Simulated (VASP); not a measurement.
**Zn4HO4 (a cell with a defect): single point with PBEsol**

System: Zn4HO4 (a cell with a defect).

```
Zn O H
1.0
     5.51481    0.00000    0.00000
     0.00000    5.51481    0.00000
     0.00000    0.00000    3.24301
Zn O H
4 4 1
Direct
  0.18207 0.18207 0.50000
  0.81793 0.81793 0.50000
  0.68207 0.31793 0.00000
  0.31793 0.68207 0.00000
  0.81800 0.18200 0.50000
  0.18200 0.81800 0.50000
  0.68200 0.68200 0.00000
  0.31800 0.31800 0.00000
  0.00004 0.48200 0.00000
```

```json
{
  "Program": "VASP 6.6.1",
  "Task": "single point",
  "Functional": "PBEsol",
  "Potentials or basis": "VASP PAW PBE potentials, release 64 (Zn, O, H)",
  "Cutoff": "520 eV",
  "k mesh": "4 × 4 × 8",
  "Occupations": "gaussian, width 0.05 eV",
  "Spin": "no spin polarisation",
  "Dipole correction": "no",
  "Further INCAR settings": "ALGO = Normal; EDIFF = 1e-06; NBANDS = 46"
}
```

```yaml
Pressure: 3.3 GPa
Largest_force: 0.728 eV/Å
Band_gap_on_the_k_mesh: zero (an odd number of electrons rules out a gap without spin polarisation)
```

Forces on the atoms (eV/Å):
```
Zn  -0.226 -0.149  0.000
Zn   0.189  0.072  0.000
Zn   0.510  0.112  0.000
Zn  -0.410  0.028  0.000
O   -0.264 -0.500  0.000
O    0.191  0.406  0.000
O   -0.617  0.332  0.000
O    0.649 -0.330  0.000
H   -0.023  0.029  0.000
```

Stress tensor (GPa, compression positive):
```
 1.07 -1.02  0.00
-1.02  4.47  0.00
 0.00  0.00  4.42
```

Levels at points of the mesh, in eV from the Fermi level:
```
           k point  band 34  band 35  band 36  band 37  band 38  band 39  band 40  band 41
(0.00, 0.00, 0.00)    -1.37    -1.36    -1.33    -1.14     2.60     3.88     4.02     5.67
(0.50, 0.00, 0.00)    -1.62    -1.57    -1.56    -0.24     1.93     3.53     4.74     5.38
(0.00, 0.50, 0.00)    -1.72    -1.59    -1.54     0.17     1.92     3.44     4.72     6.17
(0.50, 0.50, 0.00)    -2.00    -1.96    -1.90    -0.25     2.95     3.03     3.40     6.08
(0.00, 0.00, 0.50)    -2.91    -2.60    -2.42     0.72     4.47     5.47     6.58     6.74
(0.50, 0.00, 0.50)    -2.68    -2.33    -2.14    -0.15     4.43     4.62     5.51     6.27
(0.00, 0.50, 0.50)    -2.64    -2.30    -2.14     0.68     4.73     5.07     5.44     6.44
(0.50, 0.50, 0.50)    -2.47    -2.46    -2.38    -0.43     3.93     4.65     4.73     5.86
```

It took 5.9 min on 1 thread of AMD EPYC 7R43 64-Core Processor (Zen 3), with other jobs on the host, peak memory 0.27 GiB.

Caveat: the PAW data sets were made with another functional, which shifts forces and pressure a little; an odd number of electrons without spin polarisation forces a metal; a magnetic or distorted state may lie lower.
